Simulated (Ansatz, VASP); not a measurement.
## Two plane-wave programs on Al

```
CELL_PARAMETERS angstrom
-1.58326 1.58326 1.59122
1.58326 -1.58326 1.59122
1.58326 1.58326 -1.59122
ATOMIC_POSITIONS crystal
Al 0.00000 0.00000 0.00000
```

Change from the starting cell: strain -0.0050 x Voigt [1, 1, 0, 0, 0, 0], atoms carried along.

Alike in both runs: task single point; functional r2SCAN; k mesh 20 × 20 × 20; occupations gaussian, width 0.15 eV; no spin polarisation.

```csv
,VASP,Ansatz
version,VASP 6.6.1,Ansatz 0.2.0
potentials or method,"VASP PAW PBE potentials, release 64 (Al), cutoff 520 eV","scalar-relativistic, plane waves, PAW"
valence electrons in the cell,3,3
```

Ansatz gave:

| Property | Result |
| --- | --- |
| gap on the k mesh at the Fermi level (eV) | none |
| pressure (GPa) | 1.3 |
| traceless stress, the component that is largest in VASP (GPa) | 0.26 |

Task: Which values does VASP return?

Result: gap on the k mesh at the Fermi level (eV): none; pressure (GPa): 1.0; traceless stress, the component that is largest in VASP (GPa): 0.26.

VASP's potentials were made for PBE, not for r2SCAN. A gap of «none» marks a metal or a gap that the smearing closes. With one functional, cell and mesh, what is left measures potentials, basis and numerics.
